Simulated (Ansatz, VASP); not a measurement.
One calculation of Lu, two programs

INCAR

```
SYSTEM = Lu
PREC = Accurate
ENCUT = 520
EDIFF = 1E-6
ISMEAR = -1
SIGMA = 0.1
LREAL = .False.
LASPH = .True.
NELM = 100
ALGO = Normal
ISIF = 2
LWAVE = .False.
LCHARG = .False.
GGA = PE
NBANDS = 18
```

File KPOINTS:

```
regular mesh
0
Gamma
  15 15 15
  0 0 0
```

Contents of POSCAR:

```
Lu
1.0
    0.0000000000      2.2275365689      2.2275365689
    2.2275365689      0.0000000000      2.2275365689
    2.2275365689      2.2275365689      0.0000000000
Lu
1
Direct
    0.0000000000      0.0000000000      0.0000000000
```

Input for Ansatz:

```yaml
crystal:
  lattice:
    - [0.0, 2.2275365689, 2.2275365689]
    - [2.2275365689, 0.0, 2.2275365689]
    - [2.2275365689, 2.2275365689, 0.0]
  atoms:
    - { symbol: Lu, position: [0.0, 0.0, 0.0] }
kpoints:
  mp_grid: { grid: [15, 15, 15] }
scf:
  occupations: { method: fermi_dirac, width: 0.1 }
hamiltonian:
  xc: pbe
  pseudopotentials: { kind: all_electron, lapw: { basis_error: 0.001 } }
output:
  forces: true
  stress: true
  eigenvalues: true
  populations: true
```

Change from the starting cell: volume scaled by 0.76, LAPW.

Alike in both runs: task single point; functional PBE; k mesh 15 × 15 × 15; occupations fermi-dirac, width 0.1 eV; no spin polarisation.

|  | VASP | Ansatz |
| --- | --- | --- |
| version | VASP 6.6.1 | Ansatz 0.2.0 |
| potentials or method | VASP PAW PBE potentials, release 64 (Lu), cutoff 520 eV | all-electron LAPW, scalar-relativistic |

```csv
,VASP,Ansatz,Ansatz less VASP
pressure (GPa),18.9,18.5,-0.47
```

Ansatz ran all-electron here, and VASP with PAW potentials.

Spin-orbit coupling is off throughout.
